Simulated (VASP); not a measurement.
Input of a VASP 6.6.1 run:

File INCAR:

```
PREC = Accurate
ENCUT = 520
EDIFF = 1E-6
ISMEAR = 0
SIGMA = 0.15
LREAL = False
LASPH = True
NELM = 100
ALGO = Normal
ISIF = 2
LWAVE = False
LCHARG = True
LELF = True
LVHAR = True
NBANDS = 16
```

File KPOINTS:

```
regular mesh
0
Gamma
  15 15 12
```

POSCAR

```
ZrB2
1.0
    3.1952000000      0.0000000000      0.0000000000
   -1.5976000000      2.7671243702      0.0000000000
    0.0000000000      0.0000000000      3.3726000000
Zr B
1 2
Direct
    0.0000000000      0.0000000000      0.0000000000
    0.3333333333      0.6666666667      0.5000000000
    0.6666666667      0.3333333333      0.5000000000
```

Potentials or basis: VASP PAW LDA potentials, release 64 (Zr_sv, B).

The run is started by

```bash
$ cat potpaw_LDA.64/Zr_sv/POTCAR potpaw_LDA.64/B/POTCAR > POTCAR
$ mpirun -np 1 vasp_std > vasp.out
```

Question: What does it give for the pressure?

Answer: -1.4 GPa.

Question: Predict the band gap on the k mesh.

Answer: Zero (bands 9 and 10 overlap by 0.82 eV).

Stress tensor (GPa, compression positive):
```
-7.52  0.00  0.00
 0.00 -7.52  0.00
 0.00  0.00 10.97
```
